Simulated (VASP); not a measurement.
# Zr (a cell with a defect) in VASP: single point with PBE

Aim: the single point of Zr (a cell with a defect) with PBE.

Program: VASP 6.6.1. These are calculated values, not measurements. Logs are shortened: lines on timing, memory, paths and dates and some standing lists are left out, and cuts for length are marked.

**1. The cell of the first run**

The cell holds a defect, 31 atoms: a = 10.110 Å, b = 10.110 Å, c = 10.110 Å, α = 60.00°, β = 60.00°, γ = 60.00°.

**2. Single point, PBE (atoms taken out, then relaxed in part)**

INCAR reads:

```
SYSTEM = Zr
PREC     = Accurate       ! precision mode
ENCUT    = 400            ! plane-wave cutoff, eV
EDIFF    = 1E-6           ! SCF threshold, eV
ISMEAR   = 0              ! smearing method
SIGMA    = 0.1            ! smearing width, eV
LREAL    = Auto         
LASPH    = .TRUE.         ! aspherical terms in the spheres
NELM     = 120            ! most SCF steps
ALGO     = Normal         ! electronic algorithm
ISIF     = 2              ! what is computed and relaxed
LWAVE    = .FALSE.        ! write WAVECAR
LCHARG   = .FALSE.        ! write CHGCAR
GGA      = PE             ! functional
NBANDS   = 207            ! bands
GGA_COMPAT= .FALSE.
```

KPOINTS reads:

```
regular mesh
0
G
  4 4 4
  0 0 0
```

POSCAR reads:

```
Zr
1.0
    7.1491238939      7.1491238939      0.0000000000
    7.1491238939      0.0000000000     -7.1491238939
    0.0000000000      7.1491238939     -7.1491238939
Zr
31
Direct
    0.1150432092      0.6150432092      0.6150432092
    0.2500000000      0.7500000000      0.7500000000
    0.3663283366      0.8663283366      0.8663283366
    0.0000000000      0.5000000000      0.0000000000
    0.1150432092      0.6150432092      0.1548703724
    0.2699935395      0.7699935395      0.2300064605
    0.3663283366      0.8663283366      0.4010149903
    0.0000000000      0.0000000000      0.5000000000
    0.1150432092      0.1548703724      0.6150432092
    0.2699935395      0.2300064605      0.7699935395
    0.3663283366      0.4010149903      0.8663283366
    0.0000000000      0.0000000000      0.0000000000
    0.0989850097      0.1336716634      0.1336716634
    0.2699935395      0.2300064605      0.2300064605
    0.3451296276      0.3849567908      0.3849567908
    0.5000000000      0.5000000000      0.5000000000
    0.6548703724      0.6150432092      0.6150432092
    0.7300064605      0.7699935395      0.7699935395
    0.9010149903      0.8663283366      0.8663283366
    0.5000000000      0.5000000000      0.0000000000
    0.6336716634      0.5989850097      0.1336716634
    0.7300064605      0.7699935395      0.2300064605
    0.8849567908      0.8451296276      0.3849567908
    0.5000000000      0.0000000000      0.5000000000
    0.6336716634      0.1336716634      0.5989850097
    0.7300064605      0.2300064605      0.7699935395
    0.8849567908      0.3849567908      0.8451296276
    0.5000000000      0.0000000000      0.0000000000
    0.6336716634      0.1336716634      0.1336716634
    0.7500000000      0.2500000000      0.2500000000
    0.8849567908      0.3849567908      0.3849567908
```

Potentials or basis: VASP PAW PBE potentials, release 64 (Zr_sv).

The run is started by

```
> cat potpaw_PBE.64/Zr_sv/POTCAR > POTCAR
> mpirun -np 1 vasp_std > vasp.out
```

OUTCAR:

```text
SYSTEM = Zr
   PREC = Accurate
   ENCUT = 400
   EDIFF = 1E-6
   ISMEAR = 0
   LREAL = Auto
   LASPH = .TRUE.
   NELM = 120
   ISIF = 2
   GGA = PE

 ion  position               nearest neighbor table
   1  0.115  0.615  0.615-   4 3.19   8 3.19  16 3.19  10 3.21   6 3.21  18 3.21  15 3.29  23 3.29
                            27 3.29   2 3.34  19 3.61  11 3.61   7 3.61
   2  0.250  0.750  0.750-   7 2.88  11 2.88  19 2.88   3 2.88   1 3.34   5 3.34  17 3.34   9 3.34
                            12 3.57  16 3.57   4 3.57   8 3.57  20 3.57  24 3.57
   3  0.366  0.866  0.866-   2 2.88  12 3.03  20 3.03  24 3.03  18 3.03  10 3.03   6 3.03  28 3.31
                             9 3.61  17 3.61   5 3.61  13 3.82  25 3.82  21 3.82
   4  0.000  0.500  0.000-  11 3.03  13 3.03  19 3.03  21 3.03   1 3.19  31 3.19  27 3.19   5 3.19
                            30 3.57   2 3.57  22 3.59  18 3.59  10 3.59  14 3.59
   5  0.115  0.615  0.155-  12 3.19  20 3.19   4 3.19   6 3.21  14 3.21  22 3.21  15 3.29  23 3.29
                            31 3.29   2 3.34  11 3.61  19 3.61   3 3.61
   6  0.270  0.770  0.230-   3 3.03  13 3.03  21 3.03   7 3.03   5 3.21   1 3.21  15 3.21  23 3.21
                            28 3.29  20 3.59   8 3.59  12 3.59  16 3.59
   7  0.366  0.866  0.401-   2 2.88  24 3.03  16 3.03   8 3.03  22 3.03  14 3.03   6 3.03  28 3.31
                            17 3.61   9 3.61   1 3.61  29 3.82  13 3.82  21 3.82
   8  0.000  0.000  0.500-   7 3.03  13 3.03  19 3.03  25 3.03   1 3.19  31 3.19   9 3.19  23 3.19
                            30 3.57   2 3.57  18 3.59  26 3.59   6 3.59  14 3.59
   9  0.115  0.155  0.615-  12 3.19  24 3.19   8 3.19  10 3.21  14 3.21  26 3.21  15 3.29  27 3.29
[... 31 lines left out ...]
  25  0.634  0.134  0.599-  30 2.88  24 3.03   8 3.03  16 3.03  10 3.03  18 3.03  26 3.03  28 3.31
                            15 3.61  23 3.61  31 3.61   3 3.82  11 3.82  19 3.82
  26  0.730  0.230  0.770-  29 3.03  19 3.03  11 3.03  25 3.03  27 3.21  31 3.21  17 3.21   9 3.21
                            28 3.29   8 3.59  12 3.59  20 3.59  16 3.59
  27  0.885  0.385  0.845-  12 3.19  20 3.19   4 3.19  26 3.21  10 3.21  18 3.21  17 3.29   9 3.29
                             1 3.29  30 3.34  13 3.61  21 3.61  29 3.61
  28  0.500  0.000  0.000-   6 3.29  10 3.29  14 3.29  18 3.29  22 3.29  26 3.29   3 3.31  29 3.31
                            19 3.31  21 3.31  13 3.31  25 3.31   7 3.31  11 3.31
  29  0.634  0.134  0.134-  30 2.88  20 3.03  24 3.03  12 3.03  14 3.03  26 3.03  22 3.03  28 3.31
                            27 3.61  15 3.61  23 3.61  19 3.82  11 3.82   7 3.82
  30  0.750  0.250  0.250-  13 2.88  21 2.88  25 2.88  29 2.88  31 3.34  27 3.34  23 3.34  15 3.34
                             4 3.57  24 3.57   8 3.57  16 3.57  20 3.57  12 3.57
  31  0.885  0.385  0.385-   4 3.19   8 3.19  16 3.19  14 3.21  22 3.21  26 3.21  17 3.29   5 3.29
                             9 3.29  30 3.34  25 3.61  21 3.61  13 3.61

  LATTYP: Found a face centered cubic cell.
 ALAT       =    14.2982477878

  Lattice vectors:

 A1 = (   7.1491238939,   7.1491238939,   0.0000000000)
 A2 = (   7.1491238939,   0.0000000000,  -7.1491238939)
 A3 = (   0.0000000000,   7.1491238939,  -7.1491238939)

Analysis of symmetry for initial positions (statically):
=====================================================================
 Subroutine PRICEL returns:
[... 188 lines left out ...]
  Fermi-wavevector in a.u.,A,eV,Ry     =   1.307153  2.470160 23.247570  1.708648
  Thomas-Fermi vector in A             =   2.437907
   LORBIT       =      0    0 simple, 1 ext, 2 COOP (PROOUT), +10 PAW based schemes
   GGA     = PE    functional components
   LHFCALC =     F    Hartree Fock is set to
   AEXX    =    0.0000 exact exchange contribution
   IVDW    =     0    specifies the selected vdW correction
   LEPSILON=     F    determine dielectric tensor
   LRPA    =     F    only Hartree local field effects (RPA)
 non-spin polarized calculation
 Gauss-broadening in eV      SIGMA  =   0.10
  energy-cutoff  :      400.00
  volume of cell :      730.78
 maximum number of plane-waves:     13323
 NGX is ok and might be reduce to    70
   NGX = 33   NGY = 33   NGZ = 33

 number of electron     372.0000001 magnetization

 Free energy of the ion-electron system (eV)
  ---------------------------------------------------
  ext. energy  EPLUGINS =         0.00000000
  ---------------------------------------------------
  free energy    TOTEN  =      -260.12163798 eV

  energy without entropy =     -259.85447672  energy(sigma->0) =     -259.98805735

 E-fermi :   8.5567     XC(G=0): -11.0020

 val. band max:        8.5416401260   @ k =  -0.2500   0.2500   0.0000
 cond. band min:       8.5593095189   @ k =  -0.2500   0.5000   0.2500
 fundamental gap:      0.0176693929
 Fermi energy:         8.5566853388

 k-point     1 :       0.0000    0.0000    0.0000
  band No.  band energies     occupation
      1     -40.1763      2.00000
      2     -40.1214      2.00000
      3     -40.0939      2.00000
      4     -40.0939      2.00000
      5     -40.0939      2.00000
      6     -40.0765      2.00000
[... 1597 lines left out ...]
    197       8.9529      0.00000
    198       8.9543      0.00000
 [bands above 198 left out]

------------------------ aborting loop because EDIFF is reached ----------------------------------------

  FORCE on cell =-STRESS in cart. coord.  units (eV):
  Direction    XX          YY          ZZ          XY          YZ          ZX
  --------------------------------------------------------------------------------------
  -------------------------------------------------------------------------------------
  Total       -7.4256767     -7.4256767     -7.4256767      0.0000000      0.0000000      0.0000000
  in kB      -16.2801406    -16.2801406    -16.2801406      0.0000000      0.0000000      0.0000000
  external PRESSURE =     -16.2801406 kB  Pullay stress =       0.0000000 kB

 VOLUME and BASIS-vectors are now :
 -----------------------------------------------------------------------------
  energy-cutoff  :      400.00
  volume of cell :      730.78
      direct lattice vectors                 reciprocal lattice vectors
     7.149123894  7.149123894  0.000000000     0.069938640  0.069938640  0.069938640
     7.149123894  0.000000000 -7.149123894     0.069938640 -0.069938640 -0.069938640
     0.000000000  7.149123894 -7.149123894    -0.069938640  0.069938640 -0.069938640

 POSITION                                       TOTAL-FORCE (eV/Angst)
 -----------------------------------------------------------------------------------
      5.21948      5.21948     -8.79404        -0.007273     -0.007273      0.007273
      7.14912      7.14912    -10.72369        -0.000000     -0.000000     -0.000000
      8.81242      8.81242    -12.38698         0.002790      0.002790     -0.002790
      3.57456      0.00000     -3.57456        -0.000000     -0.000000     -0.000000
      5.21948      1.92965     -5.50421        -0.007273      0.007273     -0.007273
      7.43500      3.57456     -7.14912        -0.021533     -0.000000     -0.000000
[... 23 lines left out ...]
      7.14912      7.14912     -3.57456        -0.000000     -0.000000     -0.000000
      9.07877      9.07877     -5.50421         0.007273      0.007273     -0.007273
 -----------------------------------------------------------------------------------
    total drift:                                0.000000      0.000000     -0.000000

  FREE ENERGIE OF THE ION-ELECTRON SYSTEM (eV)
  ---------------------------------------------------
  free  energy   TOTEN  =      -260.1216379775 eV

  energy  without entropy=     -259.8544767178  energy(sigma->0) =     -259.98805735
```

stdout:

```text
POSCAR found type information on POSCAR Zr
 POSCAR found :  1 types and      31 ions
 scaLAPACK will be used
 LDA part: xc-table for (Slater+PW92), standard interpolation
 POSCAR, INCAR and KPOINTS ok, starting setup
 FFT: planning ... GRIDC
 FFT: planning ... GRID_SOFT
 FFT: planning ... GRID
 WAVECAR not read
 entering main loop
```

It took 51 min on 1 thread of Intel Xeon Platinum 8488C (Sapphire Rapids), shared host; peak memory 0.97 GiB.

Results:

```yaml
Free_energy: -260.1216 eV
Pressure: -1.6 GPa
Largest_force: 0.022 eV/Å
Band_gap_on_the_k_mesh: zero (bands 186 and 187 overlap by 0.34 eV)
```

Forces in eV/Å, atoms in the order of the input:
```
Zr  -0.007 -0.007  0.007
Zr   0.000  0.000  0.000
Zr   0.003  0.003 -0.003
Zr   0.000  0.000  0.000
Zr  -0.007  0.007 -0.007
Zr  -0.022  0.000  0.000
Zr   0.003 -0.003  0.003
Zr   0.000  0.000  0.000
Zr   0.007 -0.007 -0.007
Zr   0.000 -0.022  0.000
Zr  -0.003  0.003  0.003
Zr   0.000  0.000  0.000
Zr   0.003  0.003  0.003
Zr   0.000  0.000 -0.022
Zr  -0.007 -0.007 -0.007
Zr   0.000  0.000  0.000
Zr   0.007  0.007  0.007
Zr   0.000  0.000  0.022
Zr  -0.003 -0.003 -0.003
Zr   0.000  0.000  0.000
Zr   0.003 -0.003 -0.003
Zr   0.000  0.022  0.000
Zr  -0.007  0.007  0.007
Zr   0.000  0.000  0.000
Zr  -0.003  0.003 -0.003
Zr   0.022  0.000  0.000
Zr   0.007 -0.007  0.007
Zr   0.000  0.000  0.000
Zr  -0.003 -0.003  0.003
Zr   0.000  0.000  0.000
Zr   0.007  0.007 -0.007
```

Caveat: the cell differs from its parent crystal (atoms taken out, then relaxed in part).
